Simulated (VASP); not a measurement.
Wanted: the native input for a VASP 6.6.1 run.

```
Task                   : single point
Functional             : PBE
Potentials or basis    : VASP PAW PBE potentials, release 64 (Ti_sv, Se)
Cutoff                 : 500 eV
k mesh                 : 6 × 6 × 6
Occupations            : gaussian, width 0.05 eV
Spin                   : collinear spin, ferrimagnetic start
Starting moments       : [1.94, -0.04] μB
Hubbard terms          : Ti d U = 7.0 eV
Dipole correction      : no
Further INCAR settings : ALGO = Normal; EDIFF = 1e-06; NBANDS = 20
```

The structure of TiSe lies in POSCAR:

```
TiSe
1.0
    3.4034008100      0.0000000000      0.0000000000
    0.0000000000      3.4034008100      0.0000000000
    0.0000000000      0.0000000000      3.4034008100
Ti Se
1 1
Direct
    0.0000000000      0.0000000000      0.0000000000
    0.5000000000      0.5000000000      0.5000000000
```

These files were run (other wordings do the same):

INCAR

```
  ALGO = Normal
  EDIFF = 1E-6
  ENCUT = 500
  GGA = PE
  GGA_COMPAT = F
  ISIF = 2
  ISMEAR = 0
  ISPIN = 2
  LASPH = T
  LCHARG = F
  LDAU = T
  LDAUJ = 0 0
  LDAUL = 2 -1
  LDAUPRINT = 1
  LDAUTYPE = 2
  LDAUU = 7 0
  LMAXMIX = 4
  LORBIT = 11
  LREAL = F
  LWAVE = F
  MAGMOM = 1.94 -0.04
  NBANDS = 20
  NELM = 200
  PREC = Accurate
  SIGMA = 0.05
```

KPOINTS

```
k-points
0
Gamma
  6 6 6
```

Potentials or basis: VASP PAW PBE potentials, release 64 (Ti_sv, Se).

Command:

```sh
$ cat potpaw_PBE.64/Ti_sv/POTCAR potpaw_PBE.64/Se/POTCAR > POTCAR
$ mpirun -np 1 vasp_std > vasp.out
```

It gave:

```
Pressure                                              : 6.5 GPa
Net moment                                            : 2.00 μB per cell
Site moments                                          : Ti +1.72; Se -0.03 μB
Valence electrons inside the program's atomic spheres : Ti 10.07; Se 3.95
```

It took 33 s on 1 thread of Intel(R) Xeon(R) Platinum 8488C (Sapphire Rapids) (shared host), peak memory 0.18 GiB.
